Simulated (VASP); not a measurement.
Write the native input for VASP 6.6.1 that does the following.

- Task: single point
- Functional: LDA
- Potentials or basis: VASP PAW LDA potentials, release 64 (Sn_d, Te)
- Cutoff: 520 eV
- k mesh: 10 × 10 × 10
- Occupations: gaussian, width 0.03 eV
- Spin: no spin polarisation
- Dipole correction: no
- Further INCAR settings: ALGO = Normal; EDIFF = 1e-07; NBANDS = 17

The structure of SnTe lies in POSCAR:

```
SnTe
1.0
    0.3960506967      3.3664309219      3.3664309219
    3.3664309219      0.3960506967      3.3664309219
    3.3664309219      3.3664309219      0.3960506967
Sn Te
1 1
Direct
    0.0000000000      0.0000000000      0.0000000000
    0.5000000000      0.5000000000      0.5000000000
```

This cell differs from its parent crystal: ratio of the length along [111] to the lengths across it x 1.2, volume and fractional coordinates fixed.

The input as run:

INCAR

```
PREC = Accurate
ENCUT = 520
EDIFF = 1E-7
ISMEAR = 0
SIGMA = 0.03
LREAL = F
LASPH = T
NELM = 60
ALGO = Normal
ISIF = 2
LWAVE = F
LCHARG = F
GGA = CA
NBANDS = 17
```

KPOINTS

```
Automatic mesh
0
Gamma
  10 10 10
```

Potentials or basis: VASP PAW LDA potentials, release 64 (Sn_d, Te).

Run with:

```bash
$ cat potpaw_LDA.64/Sn_d/POTCAR potpaw_LDA.64/Te/POTCAR > POTCAR
$ mpirun -np 1 vasp_std > vasp.out
```

Results of the run:

- Pressure: -2.5 GPa
- Band gap on the k mesh: zero (bands 10 and 11 overlap by 1.54 eV)

Caveat: spin-orbit coupling is left out, which moves the levels of the heavy elements.

Wall time 2.5 min on 1 thread of Intel Xeon 8259CL, with other jobs on the host, peak memory 0.26 GiB.
